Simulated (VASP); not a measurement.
# Nb3Sn: single point with PBE

Crystal: Nb3Sn.

```
CELL_PARAMETERS angstrom
5.31914 0.00000 0.00000
0.00000 5.31914 0.00000
0.00000 0.00000 5.31914
ATOMIC_POSITIONS crystal
Nb 0.25000 0.00000 0.50000
Nb 0.50000 0.75000 0.00000
Nb 0.75000 0.00000 0.50000
Nb 0.50000 0.25000 0.00000
Nb 0.00000 0.50000 0.75000
Nb 0.00000 0.50000 0.25000
Sn 0.00000 0.00000 0.00000
Sn 0.50000 0.50000 0.50000
```

```json
{"Program": "VASP 6.6.1", "Task": "single point", "Functional": "PBE", "Potentials or basis": "VASP PAW PBE potentials, release 64 (Nb_sv, Sn_d)", "Cutoff": "590 eV", "k mesh": "8 × 8 × 8", "Occupations": "gaussian, width 0.1 eV", "Spin": "no spin polarisation", "Dipole correction": "no", "Second try": "not_converged", "Further INCAR settings": "ALGO = All; EDIFF = 1e-06; NBANDS = 63"}
```

* Pressure: -0.2 GPa
* Band gap on the k mesh: zero (bands 53 and 54 overlap by 0.57 eV)

Levels at points of the mesh, in eV from the Fermi level:
| k point | band 51 | band 52 | band 53 | band 54 | band 55 | band 56 |
| --- | --- | --- | --- | --- | --- | --- |
| (0.00, 0.00, 0.00) | -0.53 | -0.53 | -0.06 | -0.06 | 2.34 | 2.34 |
| (0.50, 0.00, 0.00) | -0.81 | -0.81 | -0.38 | -0.38 | 1.48 | 1.48 |
| (0.50, 0.50, 0.00) | 0.17 | 0.19 | 0.19 | 0.58 | 0.61 | 0.61 |
| (0.50, 0.50, 0.50) | 0.05 | 0.05 | 0.11 | 0.11 | 0.11 | 0.11 |

Run time: 110 s on 4 MPI ranks on Intel(R) Xeon(R) 6975P-C (Granite Rapids), with other jobs on the host, peak memory 0.78 GiB a rank.

Caveat: spin-orbit coupling is left out, which moves the levels of the heavy elements.
